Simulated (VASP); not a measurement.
# K (I4_1/amd) in VASP: notebook

K is run at these levels: PBE; tasks: single point, relaxation of shape and atoms at fixed volume.

Program: VASP 6.6.1. These are calculated values, not measurements. Logs are shortened: lines on timing, memory, paths and dates and some standing lists are left out, and cuts for length are marked.

## Step 1: The cell of the first run

It takes space group I4_1/amd (No. 141, tetragonal). Conventional cell: a = 8.144 Å, b = 8.144 Å, c = 4.399 Å, α = 90.00°, β = 90.00°, γ = 90.00°. K (site symmetry -4m2) has 10 K at 4.22 to 5.24 Å within 5.5 Å.

## Step 2: Single point, PBE (72.93 Å³/atom)

File INCAR:

```
PREC = Accurate
ENCUT = 520
EDIFF = 1E-6
ISMEAR = -1
SIGMA = 0.05
LREAL = False
LASPH = True
NELM = 100
ALGO = Normal
ISIF = 2
LWAVE = False
LCHARG = False
GGA = PE
NBANDS = 16
```

File KPOINTS:

```
Automatic mesh
0
Gamma
  10 10 10
```

File POSCAR:

```
K
1.0
   -4.0718575606      4.0718575606      2.1993142860
    4.0718575606     -4.0718575606      2.1993142860
    4.0718575606      4.0718575606     -2.1993142860
K
2
Direct
   -0.3750000000     -0.1250000000     -0.2500000000
    0.3750000000      0.1250000000      0.2500000000
```

Potentials or basis: VASP PAW PBE potentials, release 64 (K_sv).

Launch:

```
> cat potpaw_PBE.64/K_sv/POTCAR > POTCAR
> mpirun -np 1 vasp_std > vasp.out
```

OUTCAR:

```text
PREC = Accurate
   ENCUT = 520
   EDIFF = 1E-6
   ISMEAR = -1
   LREAL = False
   LASPH = True
   NELM = 100
   ISIF = 2
   GGA = PE

 ion  position               nearest neighbor table
   1  0.625  0.875  0.750-
   2  0.375  0.125  0.250-

  LATTYP: Found a body centered tetragonal cell.
 ALAT       =     8.1437151212
 C/A-ratio  =     0.5401255455

  Lattice vectors:

 A1 = (  -4.0718575606,   4.0718575606,   2.1993142860)
 A2 = (   4.0718575606,  -4.0718575606,   2.1993142860)
 A3 = (   4.0718575606,   4.0718575606,  -2.1993142860)

Analysis of symmetry for initial positions (statically):
=====================================================================
 Subroutine PRICEL returns:
 Original cell was already a primitive cell.

 Routine SETGRP: Setting up the symmetry group for a
 body centered tetragonal supercell.

 Subroutine GETGRP returns: Found 16 space group operations
 (whereof  4 operations were pure point group operations)
 out of a pool of 16 trial point group operations.

The static configuration has the point symmetry C_2h.
 The point group associated with its full space group is D_4h.

Analysis of symmetry for dynamics (positions and initial velocities):
=====================================================================
 Subroutine PRICEL returns:
 Original cell was already a primitive cell.

 Routine SETGRP: Setting up the symmetry group for a
 body centered tetragonal supercell.

 Subroutine GETGRP returns: Found 16 space group operations
 (whereof  4 operations were pure point group operations)
 out of a pool of 16 trial point group operations.

The dynamic configuration has the point symmetry C_2h.
 The point group associated with its full space group is D_4h.

 Subroutine INISYM returns: Found 16 space group operations
 (whereof  4 operations are pure point group operations),
 and found     1 'primitive' translations

----------------------------------------------------------------------------------------

                                     Primitive cell

  volume of cell :     145.8587

  direct lattice vectors                    reciprocal lattice vectors
    -4.071857561  4.071857561  2.199314286     0.000000000  0.122794079  0.227343588
     4.071857561 -4.071857561  2.199314286     0.122794079  0.000000000  0.227343588
     4.071857561  4.071857561 -2.199314286     0.122794079  0.122794079  0.000000000

  length of vectors
     6.164173206  6.164173206  6.164173206     0.258386325  0.258386325  0.173657052

  position of ions in fractional coordinates (direct lattice)
     0.625000000  0.875000000  0.750000000
     0.375000000  0.125000000  0.250000000

  ion indices of the primitive-cell ions
   primitive index   ion index
                 1           1
                 2           2

----------------------------------------------------------------------------------------

 KPOINTS: Automatic mesh

Automatic generation of k-mesh.
 Grid dimensions read from file:
 generate k-points for:   10   10   10

 Generating k-lattice:

  Cartesian coordinates                     Fractional coordinates (reciprocal lattice)
     0.000000000  0.012279408  0.022734359     0.100000000 -0.000000000  0.000000000
     0.012279408  0.000000000  0.022734359    -0.000000000  0.100000000  0.000000000
     0.012279408  0.012279408  0.000000000     0.000000000  0.000000000  0.100000000

  Length of vectors
     0.025838632  0.025838632  0.017365705

  Shift w.r.t. Gamma in fractional coordinates (k-lattice)
     0.000000000  0.000000000  0.000000000

 Subroutine IBZKPT returns following result:
 ===========================================

 Found    102 irreducible k-points:

 Following reciprocal coordinates:
            Coordinates               Weight
  0.000000  0.000000  0.000000      1.000000
  0.100000 -0.000000  0.000000      8.000000
  0.200000 -0.000000  0.000000      8.000000
  0.300000 -0.000000  0.000000      8.000000
  0.400000 -0.000000  0.000000      8.000000
  0.500000 -0.000000  0.000000      4.000000
[... 16 lines left out ...]
  0.300000  0.300000  0.000000      8.000000
  0.400000  0.300000  0.000000     16.000000
 [... further k-points ...]
   k-points           NKPTS =    102   k-points in BZ     NKDIM =    102   number of bands    NBANDS=     16
   number of dos      NEDOS =    301   number of ions     NIONS =      2
   total plane-waves  NPLWV = 110592
   dimension x,y,z NGX =    48 NGY =   48 NGZ =   48
   dimension x,y,z NGXF=    96 NGYF=   96 NGZF=   96
   ions per type =               2
   NGX,Y,Z   is equivalent  to a cutoff of  12.95, 12.95, 12.95 a.u.
   NGXF,Y,Z  is equivalent  to a cutoff of  25.89, 25.89, 25.89 a.u.
 SYSTEM =  unknown system
   PREC   = accura    normal or accurate (medium, high low for compatibility)
   ISTART =      0    job   : 0-new  1-cont  2-samecut
   ICHARG =      2    charge: 1-file 2-atom 10-const
   ISPIN  =      1    spin polarized calculation?
   LNONCOLLINEAR =      F non collinear calculations
   LSORBIT =      F    spin-orbit coupling
   LASPH  =      T    aspherical Exc in radial PAW
   ENCUT  =  520.0 eV  38.22 Ry    6.18 a.u.  11.46 11.46 11.46*2*pi/ulx,y,z
   NELM   =    100;   NELMIN=  2; NELMDL= -5     # of ELM steps
   EDIFF  = 0.1E-05   stopping-criterion for ELM
   LREAL  =      F    real-space projection
   EDIFFG = 0.1E-04   stopping-criterion for IOM
   NSW    =      0    number of steps for IOM
   IBRION =     -1    ionic relax: 0-MD 1-quasi-New 2-CG
   NFREE  =      0    steps in history (QN), initial steepest desc. (CG)
   ISIF   =      2    stress and relaxation
   ISYM   =      2    0-nonsym 1-usesym 2-fastsym
   POTIM  = 0.5000    time-step for ionic-motion
   TEBEG  =    0.0;   TEEND  =   0.0 temperature during run
   PSTRESS=    0.0 pullay stress
   NELECT =      18.0000    total number of electrons
   NUPDOWN=      -1.0000    fix difference up-down
   EMIN   =  10.00;   EMAX   =-10.00  energy-range for DOS
   EFERMI =   0.00;   METHOD = LEGACY
   ISMEAR =    -1;   SIGMA  =   0.05  broadening in eV -4-tet -1-fermi 0-gaus
   EFERMI_NEDOS =   21; number of points for ismear=-14 and -15
   IALGO  =     38    algorithm
   IMIX   =      4    mixing-type and parameters
     AMIX     =   0.40;   BMIX     =  1.00
     AMIX_MAG =   1.60;   BMIX_MAG =  1.00
  volume/ion in A,a.u.               =      72.93       492.15
  Fermi-wavevector in a.u.,A,eV,Ry     =   0.815057  1.540235  9.038602  0.664319
  Thomas-Fermi vector in A             =   1.925076
   LORBIT       =      0    0 simple, 1 ext, 2 COOP (PROOUT), +10 PAW based schemes
   GGA     = PE    functional components
   LHFCALC =     F    Hartree Fock is set to
   AEXX    =    0.0000 exact exchange contribution
   IVDW    =     0    specifies the selected vdW correction
   LEPSILON=     F    determine dielectric tensor
   LRPA    =     F    only Hartree local field effects (RPA)
 non-spin polarized calculation
  energy-cutoff  :      520.00
  volume of cell :      145.86
 maximum number of plane-waves:      3945
 NGX is ok and might be reduce to    48
   NGX = 23   NGY = 23   NGZ = 23

 number of electron      18.0000001 magnetization

 Free energy of the ion-electron system (eV)
  ---------------------------------------------------
  ext. energy  EPLUGINS =         0.00000000
  ---------------------------------------------------
  free energy    TOTEN  =        -1.96692254 eV

  energy without entropy =       -1.95235746  energy(sigma->0) =       -1.95964000

 E-fermi :  -0.0746     XC(G=0):  -5.6674

 val. band max:       -0.0803339487   @ k =   0.4000   0.3000   0.1000
 cond. band min:      -0.0660082994   @ k =  -0.3000   0.4000   0.1000
 fundamental gap:      0.0143256493
 Fermi energy:        -0.0745698452

 k-point     1 :       0.0000    0.0000    0.0000
  band No.  band energies     occupation
      1     -32.3239      2.00000
      2     -32.3127      2.00000
      3     -15.8476      2.00000
      4     -15.8476      2.00000
      5     -15.7645      2.00000
      6     -15.7632      2.00000
[... 8 lines left out ...]
     15       3.5864      0.00000
     16       4.9638      0.00000

 k-point     2 :       0.1000   -0.0000    0.0000
  band No.  band energies     occupation
      1     -32.3234      2.00000
      2     -32.3126      2.00000
      3     -15.8470      2.00000
      4     -15.8446      2.00000
      5     -15.7721      2.00000
      6     -15.7700      2.00000
[... 8 lines left out ...]
     15       3.5665      0.00000
     16       4.2908      0.00000

 k-point     3 :       0.2000   -0.0000    0.0000
  band No.  band energies     occupation
      1     -32.3220      2.00000
      2     -32.3124      2.00000
      3     -15.8455      2.00000
      4     -15.8369      2.00000
      5     -15.7901      2.00000
      6     -15.7863      2.00000
[... 8 lines left out ...]
     15       3.3769      0.00000
     16       3.6640      0.00000

 k-point     4 :       0.3000   -0.0000    0.0000
  band No.  band energies     occupation
      1     -32.3201      2.00000
      2     -32.3124      2.00000
      3     -15.8436      2.00000
      4     -15.8307      2.00000
      5     -15.8119      2.00000
      6     -15.8018      2.00000
[... 8 lines left out ...]
     15       3.4288      0.00000
     16       3.4627      0.00000
[... 324 lines left out ...]
 k-point    22 :      -0.2000    0.2000    0.0000
  band No.  band energies     occupation
      1     -32.3228      2.00000
      2     -32.3137      2.00000
      3     -15.8405      2.00000
      4     -15.8404      2.00000
      5     -15.7766      2.00000
      6     -15.7705      2.00000
[... 8 lines left out ...]
     15       3.3473      0.00000
     16       4.9760      0.00000

 k-point    23 :       0.3000    0.3000    0.0000
  band No.  band energies     occupation
      1     -32.3172      2.00000
      2     -32.3137      2.00000
      3     -15.8454      2.00000
      4     -15.8314      2.00000
      5     -15.8221      2.00000
      6     -15.8097      2.00000
[... 8 lines left out ...]
     15       3.6011      0.00000
     16       4.0722      0.00000

 k-point    24 :       0.4000    0.3000    0.0000
  band No.  band energies     occupation
      1     -32.3174      2.00000
      2     -32.3150      2.00000
      3     -15.8374      2.00000
      4     -15.8245      2.00000
      5     -15.8139      2.00000
      6     -15.7978      2.00000
[... 8 lines left out ...]
     15       3.7841      0.00000
     16       4.0811      0.00000

 [... further k-points ...]

------------------------ aborting loop because EDIFF is reached ----------------------------------------

  FORCE on cell =-STRESS in cart. coord.  units (eV):
  Direction    XX          YY          ZZ          XY          YZ          ZX
  --------------------------------------------------------------------------------------
  -------------------------------------------------------------------------------------
  Total        0.1417259      0.1417259      0.1456901     -0.0000000      0.0000000      0.0000000
  in kB        1.5567805      1.5567805      1.6003249     -0.0000000      0.0000000      0.0000000
  external PRESSURE =       1.5712953 kB  Pullay stress =       0.0000000 kB

 VOLUME and BASIS-vectors are now :
 -----------------------------------------------------------------------------
  energy-cutoff  :      520.00
  volume of cell :      145.86
      direct lattice vectors                 reciprocal lattice vectors
    -4.071857561  4.071857561  2.199314286     0.000000000  0.122794079  0.227343588
     4.071857561 -4.071857561  2.199314286     0.122794079  0.000000000  0.227343588
     4.071857561  4.071857561 -2.199314286     0.122794079  0.122794079  0.000000000

 POSITION                                       TOTAL-FORCE (eV/Angst)
 -----------------------------------------------------------------------------------
      4.07186      2.03593      1.64949         0.000000     -0.000000     -0.000000
      0.00000      2.03593      0.54983        -0.000000      0.000000      0.000000
 -----------------------------------------------------------------------------------
    total drift:                                0.000000     -0.000000      0.000000

  FREE ENERGIE OF THE ION-ELECTRON SYSTEM (eV)
  ---------------------------------------------------
  free  energy   TOTEN  =        -1.9669225389 eV

  energy  without entropy=       -1.9523574615  energy(sigma->0) =       -1.95964000
```

Wall time 7.2 min (1 thread of Intel Xeon 8259CL, shared host); peak memory 0.43 GiB.

Results:

```
Free energy            : -1.9669 eV
Pressure               : 0.2 GPa
Band gap on the k mesh : zero (bands 9 and 10 overlap by 1.62 eV)
```

## Step 3: Single point, PBE

This run uses another cell than the first one, of 76.77 Å³/atom.

File INCAR:

```
ALGO = Normal ; EDIFF = 1E-6
ENCUT = 520 ; GGA = PE
ISIF = 2 ; ISMEAR = -1
LASPH = T ; LCHARG = T
LELF = T ; LREAL = F
LVHAR = T ; LWAVE = F
NBANDS = 16 ; NELM = 60
PREC = Accurate ; SIGMA = 0.05
```

File KPOINTS:

```
k-points
0
Gamma
  10 10 10
```

File POSCAR:

```
K
1.0
   -4.1420758004      4.1420758004      2.2372409510
    4.1420758004     -4.1420758004      2.2372409510
    4.1420758004      4.1420758004     -2.2372409510
K
2
Direct
   -0.3750000000     -0.1250000000     -0.2500000000
    0.3750000000      0.1250000000      0.2500000000
```

Potentials or basis: VASP PAW PBE potentials, release 64 (K_sv).

Launch:

```
> cat potpaw_PBE.64/K_sv/POTCAR > POTCAR
> mpirun -np 1 vasp_std > vasp.out
```

OUTCAR:

```text
EDIFF = 1E-6
   ENCUT = 520
   GGA = PE
   ISIF = 2
   ISMEAR = -1
   LASPH = T
   LREAL = F
   NELM = 60
   PREC = Accurate

 ion  position               nearest neighbor table
   1  0.625  0.875  0.750-
   2  0.375  0.125  0.250-

  LATTYP: Found a body centered tetragonal cell.
 ALAT       =     8.2841516008
 C/A-ratio  =     0.5401255455

  Lattice vectors:

 A1 = (  -4.1420758004,   4.1420758004,   2.2372409510)
 A2 = (   4.1420758004,  -4.1420758004,   2.2372409510)
 A3 = (   4.1420758004,   4.1420758004,  -2.2372409510)

Analysis of symmetry for initial positions (statically):
=====================================================================
 Subroutine PRICEL returns:
 Original cell was already a primitive cell.

 Routine SETGRP: Setting up the symmetry group for a
 body centered tetragonal supercell.

 Subroutine GETGRP returns: Found 16 space group operations
 (whereof  4 operations were pure point group operations)
 out of a pool of 16 trial point group operations.

The static configuration has the point symmetry C_2h.
 The point group associated with its full space group is D_4h.

Analysis of symmetry for dynamics (positions and initial velocities):
=====================================================================
 Subroutine PRICEL returns:
 Original cell was already a primitive cell.

 Routine SETGRP: Setting up the symmetry group for a
 body centered tetragonal supercell.

 Subroutine GETGRP returns: Found 16 space group operations
 (whereof  4 operations were pure point group operations)
 out of a pool of 16 trial point group operations.

The dynamic configuration has the point symmetry C_2h.
[... 111 lines left out ...]
   NELECT =      18.0000    total number of electrons
   NUPDOWN=      -1.0000    fix difference up-down
   EMIN   =  10.00;   EMAX   =-10.00  energy-range for DOS
   EFERMI =   0.00;   METHOD = LEGACY
   ISMEAR =    -1;   SIGMA  =   0.05  broadening in eV -4-tet -1-fermi 0-gaus
   EFERMI_NEDOS =   21; number of points for ismear=-14 and -15
   IALGO  =     38    algorithm
   IMIX   =      4    mixing-type and parameters
     AMIX     =   0.40;   BMIX     =  1.00
     AMIX_MAG =   1.60;   BMIX_MAG =  1.00
  volume/ion in A,a.u.               =      76.77       518.05
  Fermi-wavevector in a.u.,A,eV,Ry     =   0.801240  1.514124  8.734747  0.641986
  Thomas-Fermi vector in A             =   1.908689
   LORBIT       =      0    0 simple, 1 ext, 2 COOP (PROOUT), +10 PAW based schemes
   GGA     = PE    functional components
   LHFCALC =     F    Hartree Fock is set to
   AEXX    =    0.0000 exact exchange contribution
   IVDW    =     0    specifies the selected vdW correction
   LEPSILON=     F    determine dielectric tensor
   LRPA    =     F    only Hartree local field effects (RPA)
 non-spin polarized calculation
  energy-cutoff  :      520.00
  volume of cell :      153.54
 maximum number of plane-waves:      4181
   NGX = 23   NGY = 23   NGZ = 23

 number of electron      18.0000001 magnetization

 Free energy of the ion-electron system (eV)
  ---------------------------------------------------
  ext. energy  EPLUGINS =         0.00000000
  ---------------------------------------------------
  free energy    TOTEN  =        -1.97083941 eV

  energy without entropy =       -1.95598037  energy(sigma->0) =       -1.96340989

 E-fermi :  -0.1861     XC(G=0):  -5.5444

 val. band max:       -0.1899489751   @ k =   0.4000   0.3000   0.1000
 cond. band min:      -0.1766406482   @ k =  -0.3000   0.4000   0.1000
 fundamental gap:      0.0133083269
 Fermi energy:        -0.1861153256

 k-point     1 :       0.0000    0.0000    0.0000
  band No.  band energies     occupation
      1     -32.4585      2.00000
      2     -32.4495      2.00000
      3     -15.9743      2.00000
      4     -15.9743      2.00000
      5     -15.9033      2.00000
      6     -15.9022      2.00000
[... 433 lines left out ...]
      3     -15.9652      2.00000
      4     -15.9545      2.00000
      5     -15.9450      2.00000
      6     -15.9316      2.00000
[... 8 lines left out ...]
     15       3.6046      0.00000
     16       3.8998      0.00000

 [... further k-points ...]

------------------------ aborting loop because EDIFF is reached ----------------------------------------

  FORCE on cell =-STRESS in cart. coord.  units (eV):
  Direction    XX          YY          ZZ          XY          YZ          ZX
  --------------------------------------------------------------------------------------
  -------------------------------------------------------------------------------------
  Total       -0.0136526     -0.0136526     -0.0213021      0.0000000     -0.0000000      0.0000000
  in kB       -0.1424682     -0.1424682     -0.2222921      0.0000000     -0.0000000      0.0000000
  external PRESSURE =      -0.1690761 kB  Pullay stress =       0.0000000 kB

 VOLUME and BASIS-vectors are now :
 -----------------------------------------------------------------------------
  energy-cutoff  :      520.00
  volume of cell :      153.54
      direct lattice vectors                 reciprocal lattice vectors
    -4.142075800  4.142075800  2.237240951     0.000000000  0.120712422  0.223489562
     4.142075800 -4.142075800  2.237240951     0.120712422  0.000000000  0.223489562
     4.142075800  4.142075800 -2.237240951     0.120712422  0.120712422  0.000000000

 POSITION                                       TOTAL-FORCE (eV/Angst)
 -----------------------------------------------------------------------------------
      4.14208      2.07104      1.67793        -0.000000     -0.000000      0.000000
      0.00000      2.07104      0.55931         0.000000      0.000000     -0.000000
 -----------------------------------------------------------------------------------
    total drift:                                0.000000     -0.000000      0.000000

  FREE ENERGIE OF THE ION-ELECTRON SYSTEM (eV)
  ---------------------------------------------------
  free  energy   TOTEN  =        -1.9708394116 eV

  energy  without entropy=       -1.9559803703  energy(sigma->0) =       -1.96340989
```

It took 7.2 min on 1 thread of Intel Xeon 8259CL, shared host; peak memory 0.44 GiB.

Results:

```
Free energy            : -1.9708 eV
Pressure               : 0.0 GPa
Band gap on the k mesh : zero (bands 9 and 10 overlap by 1.58 eV)
```

(Continued in part 2 of 2.)
